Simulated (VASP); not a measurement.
**As: single point with PBEsol**

Crystal: As.

```
As
1.0
     2.26925    0.00000    0.00000
     0.00000    2.26925    0.00000
     0.00000    0.00000    2.26925
As
1
Direct
  0.00000 0.00000 0.00000
```

This cell differs from its parent crystal: volume scaled by 0.6.

```
Program             : VASP 6.6.1
Task                : single point
Functional          : PBEsol
Potentials or basis : VASP PAW PBE potentials, release 64 (As)
Cutoff              : 520 eV
k mesh              : 14 × 14 × 14
Occupations         : fermi-dirac, width 0.05 eV
Spin                : no spin polarisation
```

- Pressure: 144.9 GPa

Levels at points of the mesh, in eV from the Fermi level:
```
           k point  band 1  band 2  band 3  band 4  band 5  band 6  band 7  band 8
(0.00, 0.00, 0.00)  -21.38    6.30    6.30    6.30    9.08    9.08   15.70   32.70
(0.50, 0.00, 0.00)  -15.20  -12.41   11.30   11.30   13.37   17.22   17.45   17.45
(0.50, 0.50, 0.00)   -8.28   -7.63   -7.63   -0.65   16.64   21.73   21.73   22.54
(0.50, 0.50, 0.50)   -3.02   -3.02   -3.02    0.68    4.64    4.64    4.64    8.01
```

Run time: 4.5 s on 1 thread of Intel(R) Xeon(R) 6975P-C (Granite Rapids), on a shared host, peak memory 0.12 GiB.

Caveat: the PAW data sets were made with another functional, which shifts forces and pressure a little.
